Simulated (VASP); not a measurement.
# PbO (Pmmn) in VASP: notebook

PbO is run at these levels: PBE+D3(BJ); tasks: single point.

Everything below comes from runs of VASP 6.6.1. Logs are shortened: lines on timing, memory, paths and dates and some standing lists are left out, and cuts for length are marked.

### 1 The cell of the first run

Symmetry: Pmmn, No. 59, orthorhombic system. The conventional cell has a = 3.953 Å, b = 4.054 Å, c = 5.020 Å, α = 90.00°, β = 90.00°, γ = 90.00°. Pb (site symmetry mm2) has 4 O at 2.32 to 2.34 Å within 3.1 Å. Within 3.1 Å of O (site symmetry mm2) lie 4 Pb at 2.32 to 2.34 Å and 4 O at 2.83 Å.

### 2 Single point, PBE+D3(BJ) (uniaxial strain along a: -2.0 %)

Input file INCAR:

```
ALGO = Normal
EDIFF = 1E-6
ENCUT = 600
GGA = PE
GGA_COMPAT = False
ISIF = 2
ISMEAR = 0
IVDW = 12
LASPH = True
LCHARG = True
LELF = True
LREAL = False
LVHAR = True
LWAVE = False
NBANDS = 28
NELM = 120
PREC = Accurate
SIGMA = 0.02
```

Input file KPOINTS:

```
k-points
0
Gamma
  8 8 6
```

Input file POSCAR:

```
PbO
1.0
    3.9532705241      0.0000000000      0.0000000000
    0.0000000000      4.0541192620      0.0000000000
    0.0000000000      0.0000000000      5.0199659985
Pb O
2 2
Direct
    0.0000000000      0.5000000000      0.2376805791
    0.5000000000      0.0000000000      0.7623194209
    0.0000000000      0.0000000000      0.0044672232
    0.5000000000      0.5000000000     -0.0044672232
```

Potentials or basis: VASP PAW PBE potentials, release 64 (Pb_d, O).

Command:

```sh
cat potpaw_PBE.64/Pb_d/POTCAR potpaw_PBE.64/O/POTCAR > POTCAR
mpirun -np 1 vasp_std > vasp.out
```

OUTCAR:

```text
EDIFF = 1E-6
   ENCUT = 600
   GGA = PE
   ISIF = 2
   ISMEAR = 0
   IVDW = 12
   LASPH = True
   LREAL = False
   NELM = 120
   PREC = Accurate
 IVDW          = 12

 ion  position               nearest neighbor table
   1  0.000  0.500  0.238-   4 2.32   4 2.32   3 2.34   3 2.34   2 3.70   2 3.70   2 3.70   2 3.70
                             2 3.87   2 3.87   2 3.87   2 3.87
   2  0.500  0.000  0.762-   3 2.32   3 2.32   4 2.34   4 2.34   1 3.70   1 3.70   1 3.70   1 3.70
                             1 3.87   1 3.87   1 3.87   1 3.87
   3  0.000  0.000  0.004-   2 2.32   2 2.32   1 2.34   1 2.34
   4  0.500  0.500  0.996-   1 2.32   1 2.32   2 2.34   2 2.34

  LATTYP: Found a simple orthorhombic cell.
 ALAT       =     3.9532705241
 B/A-ratio  =     1.0255102041
 C/A-ratio  =     1.2698260764

  Lattice vectors:

 A1 = (   3.9532705241,   0.0000000000,   0.0000000000)
 A2 = (   0.0000000000,   4.0541192620,   0.0000000000)
 A3 = (   0.0000000000,   0.0000000000,   5.0199659985)

Analysis of symmetry for initial positions (statically):
=====================================================================
 Subroutine PRICEL returns:
 Original cell was already a primitive cell.

 Routine SETGRP: Setting up the symmetry group for a
 simple orthorhombic supercell.

 Subroutine GETGRP returns: Found  8 space group operations
 (whereof  4 operations were pure point group operations)
 out of a pool of  8 trial point group operations.

The static configuration has the point symmetry C_2v.
 The point group associated with its full space group is D_2h.

Analysis of symmetry for dynamics (positions and initial velocities):
=====================================================================
 Subroutine PRICEL returns:
 Original cell was already a primitive cell.

 Routine SETGRP: Setting up the symmetry group for a
 simple orthorhombic supercell.

 Subroutine GETGRP returns: Found  8 space group operations
 (whereof  4 operations were pure point group operations)
 out of a pool of  8 trial point group operations.

The dynamic configuration has the point symmetry C_2v.
 The point group associated with its full space group is D_2h.

 Subroutine INISYM returns: Found  8 space group operations
 (whereof  4 operations are pure point group operations),
 and found     1 'primitive' translations

----------------------------------------------------------------------------------------

                                     Primitive cell

  volume of cell :      80.4551

  direct lattice vectors                    reciprocal lattice vectors
     3.953270524  0.000000000  0.000000000     0.252955115  0.000000000  0.000000000
     0.000000000  4.054119262  0.000000000     0.000000000  0.246662699  0.000000000
     0.000000000  0.000000000  5.019965999     0.000000000  0.000000000  0.199204537

  length of vectors
     3.953270524  4.054119262  5.019965999     0.252955115  0.246662699  0.199204537

  position of ions in fractional coordinates (direct lattice)
     0.000000000  0.500000000  0.237680579
     0.500000000  0.000000000  0.762319421
     0.000000000  0.000000000  0.004467223
     0.500000000  0.500000000  0.995532777

  ion indices of the primitive-cell ions
   primitive index   ion index
                 1           1
                 2           2
                 3           3
                 4           4

----------------------------------------------------------------------------------------

 KPOINTS: k-points

Automatic generation of k-mesh.
 Grid dimensions read from file:
 generate k-points for:    8    8    6

 Generating k-lattice:

  Cartesian coordinates                     Fractional coordinates (reciprocal lattice)
     0.031619389  0.000000000  0.000000000     0.125000000  0.000000000  0.000000000
     0.000000000  0.030832837  0.000000000     0.000000000  0.125000000  0.000000000
     0.000000000  0.000000000  0.033200756     0.000000000  0.000000000  0.166666667

  Length of vectors
     0.031619389  0.030832837  0.033200756

  Shift w.r.t. Gamma in fractional coordinates (k-lattice)
     0.000000000  0.000000000  0.000000000

 Subroutine IBZKPT returns following result:
 ===========================================

 Found    100 irreducible k-points:

 Following reciprocal coordinates:
            Coordinates               Weight
  0.000000  0.000000  0.000000      1.000000
  0.125000  0.000000  0.000000      2.000000
  0.250000  0.000000  0.000000      2.000000
  0.375000  0.000000  0.000000      2.000000
  0.500000  0.000000  0.000000      1.000000
  0.000000  0.125000  0.000000      2.000000
[... 16 lines left out ...]
  0.250000  0.500000  0.000000      2.000000
  0.375000  0.500000  0.000000      2.000000
 [... further k-points ...]
   k-points           NKPTS =    100   k-points in BZ     NKDIM =    100   number of bands    NBANDS=     28
   number of dos      NEDOS =    301   number of ions     NIONS =      4
   total plane-waves  NPLWV =  40960
   dimension x,y,z NGX =    32 NGY =   32 NGZ =   40
   dimension x,y,z NGXF=    64 NGYF=   64 NGZF=   80
   ions per type =               2   2
   NGX,Y,Z   is equivalent  to a cutoff of  13.46, 13.12, 13.25 a.u.
   NGXF,Y,Z  is equivalent  to a cutoff of  26.91, 26.24, 26.49 a.u.
 SYSTEM =  unknown system
   PREC   = accura    normal or accurate (medium, high low for compatibility)
   ISTART =      0    job   : 0-new  1-cont  2-samecut
   ICHARG =      2    charge: 1-file 2-atom 10-const
   ISPIN  =      1    spin polarized calculation?
   LNONCOLLINEAR =      F non collinear calculations
   LSORBIT =      F    spin-orbit coupling
   LASPH  =      T    aspherical Exc in radial PAW
   ENCUT  =  600.0 eV  44.10 Ry    6.64 a.u.   7.90  8.10 10.03*2*pi/ulx,y,z
   NELM   =    120;   NELMIN=  2; NELMDL= -5     # of ELM steps
   EDIFF  = 0.1E-05   stopping-criterion for ELM
   LREAL  =      F    real-space projection
   EDIFFG = 0.1E-04   stopping-criterion for IOM
   NSW    =      0    number of steps for IOM
   IBRION =     -1    ionic relax: 0-MD 1-quasi-New 2-CG
   NFREE  =      0    steps in history (QN), initial steepest desc. (CG)
   ISIF   =      2    stress and relaxation
   ISYM   =      2    0-nonsym 1-usesym 2-fastsym
   POTIM  = 0.5000    time-step for ionic-motion
   TEBEG  =    0.0;   TEEND  =   0.0 temperature during run
   PSTRESS=    0.0 pullay stress
   NELECT =      40.0000    total number of electrons
   NUPDOWN=      -1.0000    fix difference up-down
   EMIN   =  10.00;   EMAX   =-10.00  energy-range for DOS
   EFERMI =   0.00;   METHOD = LEGACY
   ISMEAR =     0;   SIGMA  =   0.02  broadening in eV -4-tet -1-fermi 0-gaus
   EFERMI_NEDOS =   21; number of points for ismear=-14 and -15
   IALGO  =     38    algorithm
   IMIX   =      4    mixing-type and parameters
     AMIX     =   0.40;   BMIX     =  1.00
     AMIX_MAG =   1.60;   BMIX_MAG =  1.00
  volume/ion in A,a.u.               =      20.11       135.73
  Fermi-wavevector in a.u.,A,eV,Ry     =   1.296911  2.450807 22.884707  1.681978
  Thomas-Fermi vector in A             =   2.428337
   LORBIT       =      0    0 simple, 1 ext, 2 COOP (PROOUT), +10 PAW based schemes
   GGA     = PE    functional components
   LHFCALC =     F    Hartree Fock is set to
   AEXX    =    0.0000 exact exchange contribution
   IVDW    =    12    specifies the selected vdW correction
   LEPSILON=     F    determine dielectric tensor
   LRPA    =     F    only Hartree local field effects (RPA)
 non-spin polarized calculation
 Gauss-broadening in eV      SIGMA  =   0.02
  energy-cutoff  :      600.00
  volume of cell :       80.46
 maximum number of plane-waves:      2712
 NGX is ok and might be reduce to    32
   NGX = 15   NGY = 17   NGZ = 21

 number of electron      40.0000004 magnetization

 Free energy of the ion-electron system (eV)
  ---------------------------------------------------
  ext. energy  EPLUGINS =         0.00000000
  ---------------------------------------------------
  free energy    TOTEN  =       -21.45384569 eV

  energy without entropy =      -21.45384569  energy(sigma->0) =      -21.45384569

 E-fermi :   5.1403     XC(G=0):  -9.7767

 val. band max:        4.9841788416   @ k =   0.1250   0.0000   0.0000
 cond. band min:       6.2010582787   @ k =   0.5000   0.5000   0.0000
 fundamental gap:      1.2168794371
 Fermi energy:         5.1402575076

 k-point     1 :       0.0000    0.0000    0.0000
  band No.  band energies     occupation
      1     -13.2477      2.00000
      2     -12.7603      2.00000
      3     -11.0110      2.00000
      4     -11.0091      2.00000
      5     -10.9545      2.00000
      6     -10.9303      2.00000
[... 20 lines left out ...]
     27      12.4815      0.00000
     28      13.0798      0.00000

 k-point     2 :       0.1250    0.0000    0.0000
  band No.  band energies     occupation
      1     -13.2170      2.00000
      2     -12.7708      2.00000
      3     -11.0034      2.00000
      4     -11.0007      2.00000
      5     -10.9432      2.00000
      6     -10.9213      2.00000
[... 20 lines left out ...]
     27      12.6397      0.00000
     28      14.1816      0.00000

 k-point     3 :       0.2500    0.0000    0.0000
  band No.  band energies     occupation
      1     -13.1380      2.00000
      2     -12.8044      2.00000
      3     -10.9824      2.00000
      4     -10.9767      2.00000
      5     -10.9104      2.00000
      6     -10.8968      2.00000
[... 20 lines left out ...]
     27      12.8801      0.00000
     28      16.0258      0.00000

 k-point     4 :       0.3750    0.0000    0.0000
  band No.  band energies     occupation
      1     -13.0391      2.00000
      2     -12.8632      2.00000
      3     -10.9527      2.00000
      4     -10.9442      2.00000
      5     -10.8962      2.00000
      6     -10.8917      2.00000
[... 20 lines left out ...]
     27      13.3183      0.00000
     28      15.2563      0.00000

 k-point     5 :       0.5000    0.0000    0.0000
  band No.  band energies     occupation
      1     -12.9437      2.00000
      2     -12.9437      2.00000
      3     -10.9216      2.00000
      4     -10.9216      2.00000
      5     -10.9127      2.00000
      6     -10.9127      2.00000
[... 20 lines left out ...]
     27      14.0968      0.00000
     28      14.0968      0.00000

 k-point     6 :       0.0000    0.1250    0.0000
  band No.  band energies     occupation
      1     -13.2155      2.00000
      2     -12.7686      2.00000
      3     -11.0022      2.00000
      4     -11.0021      2.00000
      5     -10.9445      2.00000
      6     -10.9223      2.00000
[... 463 lines left out ...]
      5     -10.9182      2.00000
      6     -10.9182      2.00000
[... 20 lines left out ...]
     27      14.2157      0.00000
     28      14.2157      0.00000

 k-point    22 :       0.1250    0.5000    0.0000
  band No.  band energies     occupation
      1     -12.9239      2.00000
      2     -12.9239      2.00000
      3     -10.9289      2.00000
      4     -10.9289      2.00000
      5     -10.9007      2.00000
      6     -10.9007      2.00000
[... 20 lines left out ...]
     27      14.2701      0.00000
     28      14.2701      0.00000

 k-point    23 :       0.2500    0.5000    0.0000
  band No.  band energies     occupation
      1     -12.9163      2.00000
      2     -12.9163      2.00000
      3     -10.9054      2.00000
      4     -10.9054      2.00000
      5     -10.8977      2.00000
      6     -10.8977      2.00000
[... 20 lines left out ...]
     27      13.7557      0.00000
     28      13.7557      0.00000

 k-point    24 :       0.3750    0.5000    0.0000
  band No.  band energies     occupation
      1     -12.9118      2.00000
      2     -12.9118      2.00000
      3     -10.9194      2.00000
      4     -10.9194      2.00000
      5     -10.8477      2.00000
      6     -10.8477      2.00000
[... 20 lines left out ...]
     27      13.4617      0.00000
     28      13.4617      0.00000

 [... further k-points ...]

------------------------ aborting loop because EDIFF is reached ----------------------------------------

 Edisp (eV)   -0.94351

 E8    (eV) :    -0.4325

  FORCE on cell =-STRESS in cart. coord.  units (eV):
  Direction    XX          YY          ZZ          XY          YZ          ZX
  --------------------------------------------------------------------------------------
  -------------------------------------------------------------------------------------
  Total       0.69870     0.51326     0.25212     0.00000     0.00000     0.00000
  in kB      13.91387    10.22098     5.02074     0.00000     0.00000     0.00000
  external pressure =        9.72 kB  Pullay stress =        0.00 kB

 VOLUME and BASIS-vectors are now :
 -----------------------------------------------------------------------------
  energy-cutoff  :      600.00
  volume of cell :       80.46
      direct lattice vectors                 reciprocal lattice vectors
     3.953270524  0.000000000  0.000000000     0.252955115  0.000000000  0.000000000
     0.000000000  4.054119262  0.000000000     0.000000000  0.246662699  0.000000000
     0.000000000  0.000000000  5.019965999     0.000000000  0.000000000  0.199204537

 POSITION                                       TOTAL-FORCE (eV/Angst)
 -----------------------------------------------------------------------------------
      0.00000      2.02706      1.19315         0.000000      0.000000      0.120231
      1.97664      0.00000      3.82682         0.000000      0.000000     -0.120231
      0.00000      0.00000      0.02243         0.000000      0.000000      0.042580
      1.97664      2.02706      4.99754         0.000000      0.000000     -0.042580
 -----------------------------------------------------------------------------------
    total drift:                                0.000000      0.000000     -0.000000

  FREE ENERGIE OF THE ION-ELECTRON SYSTEM (eV)
  ---------------------------------------------------
  free  energy   TOTEN  =       -22.3973519820 eV

  energy  without entropy=      -22.3973519820  energy(sigma->0) =      -22.39735198
```

It took 3.5 min on 1 thread of Oxide Virtual Turin-like, shared host; peak memory 0.33 GiB.

Results:

| Property | Result |
| --- | --- |
| Free energy | -22.3974 eV |
| Pressure | 1.0 GPa |
| Largest force | 0.120 eV/Å |
| Band gap on the k mesh | 1.22 eV (least direct gap 2.19 eV) |
| Dispersion energy per atom | -0.236 eV |

Forces on the atoms (eV/Å):
```
Pb   0.000  0.000  0.120
Pb   0.000  0.000 -0.120
O    0.000  0.000  0.043
O    0.000  0.000 -0.043
```

Levels at points of the mesh, in eV from the valence-band top:
```tsv
k point	band 16	band 17	band 18	band 19	band 20	band 21	band 22	band 23	band 24	band 25
(0.00, 0.00, 0.00)	-4.07	-1.64	-1.60	-1.57	-0.02	2.37	5.43	5.52	5.74	6.49
(0.50, 0.00, 0.00)	-3.12	-2.94	-2.94	-1.59	-1.59	3.31	3.31	6.54	6.54	6.62
(0.00, 0.50, 0.00)	-3.05	-2.87	-2.87	-1.61	-1.61	3.45	3.45	6.48	6.48	6.71
(0.50, 0.50, 0.00)	-3.30	-1.63	-1.63	-0.97	-0.97	1.22	1.22	5.29	5.29	7.83
(0.00, 0.00, 0.50)	-3.92	-1.67	-1.62	-1.60	-0.88	1.98	3.83	4.15	4.21	8.55
(0.50, 0.00, 0.50)	-3.64	-2.91	-2.91	-0.96	-0.96	3.12	3.12	6.18	6.18	7.29
(0.00, 0.50, 0.50)	-3.51	-2.84	-2.84	-0.94	-0.94	3.04	3.04	6.34	6.34	7.34
(0.50, 0.50, 0.50)	-3.76	-2.21	-2.21	-0.97	-0.97	3.46	3.46	4.74	4.74	5.72
```

Caveat: the cell differs from its parent crystal (uniaxial strain along a: -2.0 %); spin-orbit coupling is left out, which moves the levels of the heavy elements. A k mesh can miss the band edges.

### 3 Single point, PBE+D3(BJ) (uniaxial strain along a: -1.0 %)

Input file INCAR:

```
PREC     = Accurate       # precision mode
ENCUT    = 600            # plane-wave cutoff, eV
EDIFF    = 1E-6           # SCF threshold, eV
ISMEAR   = 0              # smearing method
SIGMA    = 0.02           # smearing width, eV
LREAL    = F              # projectors in reciprocal space
LASPH    = T              # aspherical terms in the spheres
NELM     = 120            # most SCF steps
ALGO     = Normal         # electronic algorithm
ISIF     = 2              # what is computed and relaxed
LWAVE    = F              # write WAVECAR
LCHARG   = F              # write CHGCAR
GGA      = PE             # functional
IVDW     = 12             # dispersion correction
NBANDS   = 28             # bands
GGA_COMPAT= F
```

Input file KPOINTS:

```
Automatic mesh
0
Gamma
  8 8 6
```

Input file POSCAR:

```
PbO
1.0
    3.9936100193      0.0000000000      0.0000000000
    0.0000000000      4.0440343882      0.0000000000
    0.0000000000      0.0000000000      5.0074785208
Pb O
2 2
Direct
    0.0000000000      0.5000000000      0.2377044693
    0.5000000000      0.0000000000      0.7622955307
    0.0000000000      0.0000000000      0.0000000000
    0.5000000000      0.5000000000      0.0000000000
```

Potentials or basis: VASP PAW PBE potentials, release 64 (Pb_d, O).

Command:

```sh
cat potpaw_PBE.64/Pb_d/POTCAR potpaw_PBE.64/O/POTCAR > POTCAR
mpirun -np 1 vasp_std > vasp.out
```

It took 4.1 min on 1 thread of Oxide Virtual Turin-like, shared host; peak memory 0.33 GiB.

Results (log left out):

- Free energy: -22.3998 eV
- Pressure: 0.5 GPa
- Largest force: 0.094 eV/Å
- Band gap on the k mesh: 1.25 eV (least direct gap 2.19 eV)
- Dispersion energy per atom: -0.235 eV

Forces in eV/Å, atoms in the order of the input:
```
Pb   0.000  0.000  0.081
Pb   0.000  0.000 -0.081
O    0.000  0.000  0.094
O    0.000  0.000 -0.094
```

Stress tensor (GPa, compression positive):
```
1.06 0.00 0.00
0.00 0.21 0.00
0.00 0.00 0.27
```

Levels at points of the mesh, in eV from the valence-band top:
```csv
k point,band 17,band 18,band 19,band 20,band 21,band 22,band 23,band 24
"(0.00, 0.00, 0.00)",-1.59,-1.58,-1.53,-0.02,2.37,5.48,5.54,5.67
"(0.50, 0.00, 0.00)",-2.87,-2.87,-1.55,-1.55,3.41,3.41,6.53,6.53
"(0.00, 0.50, 0.00)",-2.87,-2.87,-1.55,-1.55,3.39,3.39,6.51,6.51
"(0.50, 0.50, 0.00)",-1.58,-1.58,-0.94,-0.94,1.25,1.25,5.32,5.32
"(0.00, 0.00, 0.50)",-1.63,-1.61,-1.55,-0.81,1.96,3.88,4.10,4.18
"(0.50, 0.00, 0.50)",-2.83,-2.83,-0.93,-0.93,3.14,3.14,6.16,6.16
"(0.00, 0.50, 0.50)",-2.83,-2.83,-0.89,-0.89,3.07,3.07,6.32,6.32
"(0.50, 0.50, 0.50)",-2.18,-2.18,-0.95,-0.95,3.50,3.50,4.77,4.77
```

Caveat: the cell differs from its parent crystal (uniaxial strain along a: -1.0 %); spin-orbit coupling is left out, which moves the levels of the heavy elements. A k mesh can miss the band edges.
